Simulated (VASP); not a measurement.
# MnSb (rocksalt type) (Fm-3m) in VASP: a series of runs

Runs on MnSb (rocksalt type). Level: PBE. Tasks: electric field gradients, single point.

Program: VASP 6.6.1. These are calculated values, not measurements. Logs are shortened: lines on timing, memory, paths and dates and some standing lists are left out, and cuts for length are marked.

### Step 1. The cell of the first run

The structure is cubic, space group Fm-3m (No. 225). The conventional cell has a = 5.534 Å, b = 5.534 Å, c = 5.534 Å, α = 90.00°, β = 90.00°, γ = 90.00°. Within 3.6 Å of Mn (site symmetry m-3m) lie 6 Sb at 2.77 Å. Within 3.6 Å of Sb (site symmetry m-3m) lie 6 Mn at 2.77 Å.

### Step 2. Electric field gradients, PBE, collinear spin, ferromagnetic start (21.19 Å³/atom)

Contents of INCAR:

```
SYSTEM = MnSb
PREC = Accurate
ENCUT = 520
EDIFF = 1E-8
ISMEAR = -1
SIGMA = 0.03
LREAL = .False.
LASPH = .True.
NELM = 150
ALGO = Normal
ISIF = 2
LWAVE = .False.
LCHARG = .False.
ISPIN = 2
MAGMOM = 4 0
LORBIT = 11
LMAXMIX = 4
GGA = PE
LEFG = .True.
NBANDS = 20
```

Contents of KPOINTS:

```
regular mesh
0
Gamma
  11 11 11
  0 0 0
```

Contents of POSCAR:

```
MnSb
1.0
    0.0000000000      2.7671202101      2.7671202101
    2.7671202101      0.0000000000      2.7671202101
    2.7671202101      2.7671202101      0.0000000000
Mn Sb
1 1
Direct
    0.0000000000      0.0000000000      0.0000000000
    0.5000000000      0.5000000000      0.5000000000
```

Potentials or basis: VASP PAW PBE potentials, release 64 (Mn_pv, Sb).

Launch:

```
$ cat potpaw_PBE.64/Mn_pv/POTCAR potpaw_PBE.64/Sb/POTCAR > POTCAR
$ mpirun -np 1 vasp_std > vasp.out
```

OUTCAR:

```text
SYSTEM = MnSb
   PREC = Accurate
   ENCUT = 520
   EDIFF = 1E-8
   ISMEAR = -1
   LREAL = .False.
   LASPH = .True.
   NELM = 150
   ISIF = 2
   ISPIN = 2
   LORBIT = 11
   GGA = PE

 ion  position               nearest neighbor table
   1  0.000  0.000  0.000-   2 2.77   2 2.77   2 2.77   2 2.77   2 2.77   2 2.77
   2  0.500  0.500  0.500-   1 2.77   1 2.77   1 2.77   1 2.77   1 2.77   1 2.77

  LATTYP: Found a face centered cubic cell.
 ALAT       =     5.5342404202

  Lattice vectors:

 A1 = (   0.0000000000,   2.7671202101,   2.7671202101)
 A2 = (   2.7671202101,   0.0000000000,   2.7671202101)
 A3 = (   2.7671202101,   2.7671202101,   0.0000000000)

Analysis of symmetry for initial positions (statically):
=====================================================================
 Subroutine PRICEL returns:
 Original cell was already a primitive cell.

 Routine SETGRP: Setting up the symmetry group for a
 face centered cubic supercell.

 Subroutine GETGRP returns: Found 48 space group operations
 (whereof 48 operations were pure point group operations)
 out of a pool of 48 trial point group operations.

The static configuration has the point symmetry O_h .

Analysis of symmetry for dynamics (positions and initial velocities):
=====================================================================
 Subroutine PRICEL returns:
 Original cell was already a primitive cell.

 Routine SETGRP: Setting up the symmetry group for a
 face centered cubic supercell.

 Subroutine GETGRP returns: Found 48 space group operations
 (whereof 48 operations were pure point group operations)
 out of a pool of 48 trial point group operations.

The dynamic configuration has the point symmetry O_h .

Analysis of structural, dynamic, and magnetic symmetry:
=====================================================================
 Subroutine PRICEL returns:
 Original cell was already a primitive cell.

 Routine SETGRP: Setting up the symmetry group for a
 face centered cubic supercell.

 Subroutine GETGRP returns: Found 48 space group operations
 (whereof 48 operations were pure point group operations)
 out of a pool of 48 trial point group operations.

The overall configuration has the point symmetry O_h .

 Subroutine INISYM returns: Found 48 space group operations
 (whereof 48 operations are pure point group operations),
 and found     1 'primitive' translations

----------------------------------------------------------------------------------------

                                     Primitive cell

  volume of cell :      42.3754

  direct lattice vectors                    reciprocal lattice vectors
     0.000000000  2.767120210  2.767120210    -0.180693270  0.180693270  0.180693270
     2.767120210  0.000000000  2.767120210     0.180693270 -0.180693270  0.180693270
     2.767120210  2.767120210  0.000000000     0.180693270  0.180693270 -0.180693270

  length of vectors
     3.913298930  3.913298930  3.913298930     0.312969925  0.312969925  0.312969925

  position of ions in fractional coordinates (direct lattice)
     0.000000000  0.000000000  0.000000000
     0.500000000  0.500000000  0.500000000

  ion indices of the primitive-cell ions
   primitive index   ion index
                 1           1
                 2           2

----------------------------------------------------------------------------------------

 KPOINTS: regular mesh

Automatic generation of k-mesh.
 Grid dimensions read from file:
 generate k-points for:   11   11   11

 Generating k-lattice:

  Cartesian coordinates                     Fractional coordinates (reciprocal lattice)
[... 59 lines left out ...]
   NELM   =    150;   NELMIN=  2; NELMDL= -5     # of ELM steps
   EDIFF  = 0.1E-07   stopping-criterion for ELM
   LREAL  =      F    real-space projection
   EDIFFG = 0.1E-06   stopping-criterion for IOM
   NSW    =      0    number of steps for IOM
   IBRION =     -1    ionic relax: 0-MD 1-quasi-New 2-CG
   NFREE  =      0    steps in history (QN), initial steepest desc. (CG)
   ISIF   =      2    stress and relaxation
   ISYM   =      2    0-nonsym 1-usesym 2-fastsym
   POTIM  = 0.5000    time-step for ionic-motion
   TEBEG  =    0.0;   TEEND  =   0.0 temperature during run
   PSTRESS=    0.0 pullay stress
   NELECT =      18.0000    total number of electrons
   NUPDOWN=      -1.0000    fix difference up-down
   EMIN   =  10.00;   EMAX   =-10.00  energy-range for DOS
   EFERMI =   0.00;   METHOD = LEGACY
   ISMEAR =    -1;   SIGMA  =   0.03  broadening in eV -4-tet -1-fermi 0-gaus
   EFERMI_NEDOS =   21; number of points for ismear=-14 and -15
   IALGO  =     38    algorithm
   IMIX   =      4    mixing-type and parameters
     AMIX     =   0.40;   BMIX     =  1.00
     AMIX_MAG =   1.60;   BMIX_MAG =  1.00
  volume/ion in A,a.u.               =      21.19       142.98
  Fermi-wavevector in a.u.,A,eV,Ry     =   1.230630  2.325554 20.605359  1.514451
  Thomas-Fermi vector in A             =   2.365471
   LORBIT       =     11    0 simple, 1 ext, 2 COOP (PROOUT), +10 PAW based schemes
   GGA     = PE    functional components
   LHFCALC =     F    Hartree Fock is set to
   AEXX    =    0.0000 exact exchange contribution
   IVDW    =     0    specifies the selected vdW correction
   LEPSILON=     F    determine dielectric tensor
   LRPA    =     F    only Hartree local field effects (RPA)
 spin polarized calculation
  energy-cutoff  :      520.00
  volume of cell :       42.38
 maximum number of plane-waves:      1159
 NGX is ok and might be reduce to    30
   NGX = 15   NGY = 15   NGZ = 15

 number of electron      17.9999996 magnetization       3.7571395

 Free energy of the ion-electron system (eV)
  ---------------------------------------------------
  ext. energy  EPLUGINS =         0.00000000
  ---------------------------------------------------
  free energy    TOTEN  =       -12.85515043 eV

  energy without entropy =      -12.85310157  energy(sigma->0) =      -12.85412600

 E-fermi :   7.9851     XC(G=0): -10.7193

 val. band max:        7.9680092373   @ k =  -0.0909   0.0909   0.0000
 cond. band min:       8.0147336594   @ k =   0.2727   0.2727   0.0000
 fundamental gap:      0.0467244222
 Fermi energy:         7.9851318031

 spin component 1

 k-point     1 :       0.0000    0.0000    0.0000
  band No.  band energies     occupation
      1     -42.2735      1.00000
      2     -42.2735      1.00000
      3     -42.2735      1.00000
      4      -3.7446      1.00000
      5       4.9085      1.00000
      6       4.9085      1.00000
[... 541 lines left out ...]
     19      20.8800      0.00000
     20      21.6112      0.00000

 [... further k-points ...]

 spin component 2

 k-point     1 :       0.0000    0.0000    0.0000
  band No.  band energies     occupation
      1     -38.4189      1.00000
      2     -38.4189      1.00000
      3     -38.4189      1.00000
      4      -3.6610      1.00000
      5       8.0603      0.07547
      6       8.0603      0.07543
[... 541 lines left out ...]
     19      21.1853      0.00000
     20      22.1099      0.00000

 [... further k-points ...]

------------------------ aborting loop because EDIFF is reached ----------------------------------------

  FORCE on cell =-STRESS in cart. coord.  units (eV):
  Direction    XX          YY          ZZ          XY          YZ          ZX
  --------------------------------------------------------------------------------------
  -------------------------------------------------------------------------------------
  Total        0.3547528      0.3547528      0.3547528      0.0000000      0.0000000      0.0000000
  in kB       13.4128908     13.4128908     13.4128908      0.0000000      0.0000000      0.0000000
  external PRESSURE =      13.4128908 kB  Pullay stress =       0.0000000 kB

 VOLUME and BASIS-vectors are now :
 -----------------------------------------------------------------------------
  energy-cutoff  :      520.00
  volume of cell :       42.38
      direct lattice vectors                 reciprocal lattice vectors
     0.000000000  2.767120210  2.767120210    -0.180693270  0.180693270  0.180693270
     2.767120210  0.000000000  2.767120210     0.180693270 -0.180693270  0.180693270
     2.767120210  2.767120210  0.000000000     0.180693270  0.180693270 -0.180693270

 POSITION                                       TOTAL-FORCE (eV/Angst)
 -----------------------------------------------------------------------------------
      0.00000      0.00000      0.00000        -0.000000     -0.000000     -0.000000
      2.76712      2.76712      2.76712         0.000000      0.000000      0.000000
 -----------------------------------------------------------------------------------
    total drift:                               -0.000000      0.000000      0.000000

  FREE ENERGIE OF THE ION-ELECTRON SYSTEM (eV)
  ---------------------------------------------------
  free  energy   TOTEN  =       -12.8551504317 eV

  energy  without entropy=      -12.8531015711  energy(sigma->0) =      -12.85412600

 Electric field gradients (V/A^2)
---------------------------------------------------------------------
 ion       V_xx      V_yy      V_zz      V_xy      V_xz      V_yz
---------------------------------------------------------------------
   1      -0.000    -0.000    -0.000     0.004     0.004     0.004
   2      -0.000     0.000     0.000     0.000     0.000     0.000
---------------------------------------------------------------------

 Electric field gradients after diagonalization (V/A^2)
 (convention: |V_zz| > |V_xx| > |V_yy|)
----------------------------------------------------------------------
 ion       V_xx      V_yy      V_zz     asymmetry (V_yy - V_xx)/ V_zz
----------------------------------------------------------------------
   1      -0.004    -0.004     0.009       0.000
   2      -0.000    -0.000     0.000       0.000
----------------------------------------------------------------------

           NMR quadrupolar parameters

 Cq : quadrupolar parameter    Cq=e*Q*V_zz/h
 eta: asymmetry parameters     (V_yy - V_xx)/ V_zz
 Q  : nuclear electric quadrupole moment in mb (millibarn)
----------------------------------------------------------------------
 ion       Cq(MHz)       eta       Q (mb)
----------------------------------------------------------------------
   1       0.000       0.000       1.000
   2       0.000       0.000       1.000
----------------------------------------------------------------------

 total charge

# of ion       s       p       d       tot
------------------------------------------
    1        0.286   6.192   5.014  11.492
    2        1.142   1.309   0.039   2.490
--------------------------------------------------
tot          1.427   7.501   5.053  13.981

 magnetization (x)

# of ion       s       p       d       tot
------------------------------------------
    1        0.075   0.035   3.580   3.690
    2        0.013  -0.127   0.011  -0.102
--------------------------------------------------
tot          0.088  -0.091   3.591   3.588
```

Wall time 61 s (1 thread of AMD EPYC 9R45 (Zen 5), shared host); peak memory 0.21 GiB.

What came out:

- Free energy: -12.8552 eV
- Pressure: 1.3 GPa
- Net moment: 3.76 μB per cell
- Site moments: Mn +3.69; Sb -0.10 μB
- Largest electric field gradient by atom: under 0.05 V/Å² on every atom
- Valence electrons inside the program's atomic spheres: Mn 11.49; Sb 2.49

Caveat: spin-orbit coupling is left out, which moves the levels of the heavy elements; a cell with one magnetic atom can't hold antiferromagnetic order, which such compounds often take.

### Step 3. Electric field gradients, PBE, collinear spin, ferromagnetic start

This run uses another cell than the first one, of 21.62 Å³/atom.

Contents of INCAR:

```
SYSTEM = MnSb
PREC = Accurate
ENCUT = 520
EDIFF = 1E-8
ISMEAR = -1
SIGMA = 0.03
LREAL = .FALSE.
LASPH = .TRUE.
NELM = 150
ALGO = Normal
ISIF = 2
LWAVE = .FALSE.
LCHARG = .FALSE.
ISPIN = 2
MAGMOM = 4 0
LORBIT = 11
LMAXMIX = 4
GGA = PE
LEFG = .TRUE.
NBANDS = 20
```

Contents of KPOINTS:

```
regular mesh
0
G
  11 11 11
  0 0 0
```

Contents of POSCAR:

```
MnSb
1.0
    0.0000000000      2.7858175354      2.7858175354
    2.7858175354      0.0000000000      2.7858175354
    2.7858175354      2.7858175354      0.0000000000
Mn Sb
1 1
Direct
    0.0000000000      0.0000000000      0.0000000000
    0.5000000000      0.5000000000      0.5000000000
```

Potentials or basis: VASP PAW PBE potentials, release 64 (Mn_pv, Sb).

Launch:

```
$ cat potpaw_PBE.64/Mn_pv/POTCAR potpaw_PBE.64/Sb/POTCAR > POTCAR
$ mpirun -np 1 vasp_std > vasp.out
```

OUTCAR:

```text
SYSTEM = MnSb
   PREC = Accurate
   ENCUT = 520
   EDIFF = 1E-8
   ISMEAR = -1
   LREAL = .FALSE.
   LASPH = .TRUE.
   NELM = 150
   ISIF = 2
   ISPIN = 2
   LORBIT = 11
   GGA = PE

 ion  position               nearest neighbor table
   1  0.000  0.000  0.000-   2 2.79   2 2.79   2 2.79   2 2.79   2 2.79   2 2.79
   2  0.500  0.500  0.500-   1 2.79   1 2.79   1 2.79   1 2.79   1 2.79   1 2.79

  LATTYP: Found a face centered cubic cell.
 ALAT       =     5.5716350708

  Lattice vectors:

 A1 = (   0.0000000000,   2.7858175354,   2.7858175354)
 A2 = (   2.7858175354,   0.0000000000,   2.7858175354)
 A3 = (   2.7858175354,   2.7858175354,   0.0000000000)

Analysis of symmetry for initial positions (statically):
=====================================================================
 Subroutine PRICEL returns:
 Original cell was already a primitive cell.

 Routine SETGRP: Setting up the symmetry group for a
 face centered cubic supercell.

 Subroutine GETGRP returns: Found 48 space group operations
 (whereof 48 operations were pure point group operations)
 out of a pool of 48 trial point group operations.
[... 1320 lines left out ...]
    total drift:                               -0.000000      0.000000      0.000000

  FREE ENERGIE OF THE ION-ELECTRON SYSTEM (eV)
  ---------------------------------------------------
  free  energy   TOTEN  =       -12.8588778874 eV

  energy  without entropy=      -12.8564543854  energy(sigma->0) =      -12.85766614

 Electric field gradients (V/A^2)
---------------------------------------------------------------------
 ion       V_xx      V_yy      V_zz      V_xy      V_xz      V_yz
---------------------------------------------------------------------
   1      -0.000    -0.000    -0.000     0.004     0.004     0.004
   2      -0.000    -0.000     0.000     0.000     0.000     0.000
---------------------------------------------------------------------

 Electric field gradients after diagonalization (V/A^2)
 (convention: |V_zz| > |V_xx| > |V_yy|)
----------------------------------------------------------------------
 ion       V_xx      V_yy      V_zz     asymmetry (V_yy - V_xx)/ V_zz
----------------------------------------------------------------------
   1      -0.004    -0.004     0.009       0.000
   2      -0.000    -0.000     0.000       0.000
----------------------------------------------------------------------

           NMR quadrupolar parameters

 Cq : quadrupolar parameter    Cq=e*Q*V_zz/h
 eta: asymmetry parameters     (V_yy - V_xx)/ V_zz
 Q  : nuclear electric quadrupole moment in mb (millibarn)
----------------------------------------------------------------------
 ion       Cq(MHz)       eta       Q (mb)
----------------------------------------------------------------------
   1       0.000       0.000       1.000
   2       0.000       0.000       1.000
----------------------------------------------------------------------

 total charge

# of ion       s       p       d       tot
------------------------------------------
    1        0.283   6.186   5.003  11.471
    2        1.144   1.299   0.037   2.479
--------------------------------------------------
tot          1.426   7.485   5.039  13.950

 magnetization (x)

# of ion       s       p       d       tot
------------------------------------------
    1        0.074   0.034   3.614   3.723
    2        0.014  -0.131   0.010  -0.106
--------------------------------------------------
tot          0.089  -0.097   3.625   3.617
```

stdout:

```text
POSCAR found type information on POSCAR MnSb
 POSCAR found :  2 types and       2 ions
 scaLAPACK will be used
 LDA part: xc-table for (Slater+PW92), standard interpolation
 POSCAR, INCAR and KPOINTS ok, starting setup
 FFT: planning ... GRIDC
 FFT: planning ... GRID_SOFT
 FFT: planning ... GRID
 WAVECAR not read
 entering main loop
ion   1

ion   2
```

It took 58 s on 1 thread of AMD EPYC 9R45 (Zen 5), shared host; peak memory 0.21 GiB.

Results:

```yaml
Free_energy: -12.8589 eV
Pressure: 0.0 GPa
Net_moment: 3.78 μB per cell
Site_moments: Mn +3.72; Sb -0.11 μB
Largest_electric_field_gradient_by_atom: under 0.05 V/Å² on every atom
Valence_electrons_inside_the_program's_atomic_spheres: Mn 11.47; Sb 2.48
```

Levels at points of the mesh, in eV from the Fermi level:
Spin up:
| k point | band 9 | band 10 | band 11 | band 12 | band 13 | band 14 |
| --- | --- | --- | --- | --- | --- | --- |
| (0.00, 0.00, 0.00) | -2.83 | 1.29 | 1.29 | 1.29 | 5.04 | 8.11 |
Spin down:
| k point | band 4 | band 5 | band 6 | band 7 | band 8 | band 9 | band 10 | band 11 |
| --- | --- | --- | --- | --- | --- | --- | --- | --- |
| (0.00, 0.00, 0.00) | -11.54 | 0.09 | 0.09 | 0.20 | 0.20 | 0.20 | 1.29 | 1.29 |

Caveat: spin-orbit coupling is left out, which moves the levels of the heavy elements; a cell with one magnetic atom can't hold antiferromagnetic order, which such compounds often take.

[end of part 1 of 2]
